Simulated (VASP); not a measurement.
Here is a VASP 6.6.1 calculation.

File INCAR:

```
PREC = Accurate ; ENCUT = 520
EDIFF = 1E-6 ; ISMEAR = 0
SIGMA = 0.15 ; LREAL = Auto
LASPH = True ; NELM = 60
ALGO = Normal ; ISIF = 2
LWAVE = False ; LCHARG = True
GGA = PE ; LELF = True
LVHAR = True ; NBANDS = 42
```

File KPOINTS:

```
regular mesh
0
Gamma
  3 3 3
```

The input POSCAR:

```
Li16F
1.0
    6.9800000000      0.0000000000      0.0000000000
    0.0000000000      6.9800000000      0.0000000000
    0.0000000000      0.0000000000      6.9800000000
Li F
16 1
Direct
    0.0004292264      0.0177862464     -0.0240716332
    0.5003969914      0.0075767908      0.0144346705
    0.0004369628      0.4828538682     -0.0239868195
    0.0004372493     -0.0192160458      0.5036657593
    0.2461163324      0.2501161891      0.2540957020
    0.5004054441      0.4928064470      0.0143713467
    0.5001780802     -0.0042230659      0.4959564470
    0.7547183381      0.2501174785      0.2541964183
    0.0004110315      0.5197174785      0.5036282235
    0.2306017192      0.7502812321      0.2465342407
    0.2580825215      0.2502398281      0.7359087393
    0.5001795129      0.5047454155      0.4958975645
    0.7701871060      0.7502553009      0.2465806590
    0.7425293696      0.2502481375      0.7360058739
    0.2678442693      0.7502650430      0.7743085960
    0.7331962751      0.7502732092      0.7741441261
    0.0001617479      0.7501124642      0.3752948424
```

Potentials or basis: VASP PAW PBE potentials, release 64 (Li_sv, F).

Run with:

```bash
$ cat potpaw_PBE.64/Li_sv/POTCAR potpaw_PBE.64/F/POTCAR > POTCAR
$ mpirun -np 1 vasp_std > vasp.out
```

Predict the largest force.

0.018 eV/Å.

Forces on the atoms (eV/Å):
```
Li  -0.001 -0.003 -0.001
Li   0.002  0.000 -0.007
Li   0.000  0.001 -0.002
Li  -0.001  0.012  0.000
Li  -0.008  0.001  0.006
Li   0.001  0.000 -0.006
Li   0.002 -0.002 -0.002
Li   0.007  0.001  0.006
Li   0.000 -0.018  0.001
Li   0.009  0.000 -0.007
Li  -0.003 -0.001  0.005
Li   0.002  0.003 -0.004
Li  -0.015  0.001 -0.009
Li   0.001 -0.001  0.005
Li  -0.005  0.001  0.006
Li   0.003  0.000  0.007
F    0.007  0.005  0.000
```

Caveat: an odd number of electrons without spin polarisation forces a metal; a magnetic or distorted state may lie lower.
